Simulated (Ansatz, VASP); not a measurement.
**Two plane-wave programs on BaTiO3**

Contents of INCAR:

```
SYSTEM = BaTiO3
  PREC = Accurate
  ENCUT = 520
  EDIFF = 1E-8
  ISMEAR = -1
  SIGMA = 0.03
  LREAL = .FALSE.
  LASPH = .TRUE.
  NELM = 100
  ALGO = Normal
  ISIF = 2
  LWAVE = .FALSE.
  LCHARG = .FALSE.
  GGA = PE
  LEFG = .TRUE.
  NBANDS = 28
```

File KPOINTS:

```
regular mesh
0
G
  7 7 7
  0 0 0
```

The input POSCAR:

```
BaTiO3
1.0
    3.9998000000     -0.0199990000     -0.0199990000
   -0.0199990000      3.9998000000     -0.0199990000
   -0.0200900000     -0.0200900000      4.0180000000
Ba Ti O
1 1 3
Direct
    0.0000000000      0.0000000000      0.0000000000
    0.5000000000      0.5000000000      0.5000000000
    0.5000000000      0.5000000000      0.0000000000
    0.5000000000      0.0000000000      0.5000000000
    0.0000000000      0.5000000000      0.5000000000
```

Input for Ansatz:

```yaml
crystal:
  lattice:
    - [3.9998, -0.019999, -0.019999]
    - [-0.019999, 3.9998, -0.019999]
    - [-0.02009, -0.02009, 4.018]
  atoms:
    - { symbol: Ba, position: [0.0, 0.0, 0.0] }
    - { symbol: Ti, position: [0.5, 0.5, 0.5] }
    - { symbol: O, position: [0.5, 0.5, 0.0] }
    - { symbol: O, position: [0.5, 0.0, 0.5] }
    - { symbol: O, position: [0.0, 0.5, 0.5] }
kpoints:
  mp_grid: { grid: [7, 7, 7] }
scf:
  occupations: { method: fermi_dirac, width: 0.03 }
hamiltonian:
  xc: pbe
  pseudopotentials: { kind: paw }
output:
  forces: true
  stress: true
  eigenvalues: true
  efg: { contact_densities: true }
```

Change from the starting cell: equal xy, yz and zx shear strains of -1 %, PAW files.

Alike in both runs: task electric field gradients; functional PBE; k mesh 7 × 7 × 7; occupations fermi-dirac, width 0.03 eV; no spin polarisation.

|  | VASP | Ansatz |
| --- | --- | --- |
| version | VASP 6.6.1 | Ansatz 0.2.0 |
| potentials or method | VASP PAW PBE potentials, release 64 (Ba_sv, Ti_sv, O) | PAW with Ansatz's default frozen-core files, scalar-relativistic |
| plane-wave cutoff (eV) | 520 | 420 |
| valence electrons in the cell | 40 | 40 |

Ansatz gave:

| Item | Value |
| --- | --- |
| gap on the k mesh at the Fermi level (eV) | 1.81 |
| pressure (GPa) | 1.7 |
| traceless stress, the component that is largest in VASP (GPa) | 1.22 |
| size of Vzz on the site where it differs most (V/Å²) | 11.5 |

Question: Which values does VASP return?

Answer: gap on the k mesh at the Fermi level (eV): 1.75; pressure (GPa): 3.5; traceless stress, the component that is largest in VASP (GPa): 1.26; size of Vzz on the site where it differs most (V/Å²): 12.6.

Spin-orbit coupling is off throughout.
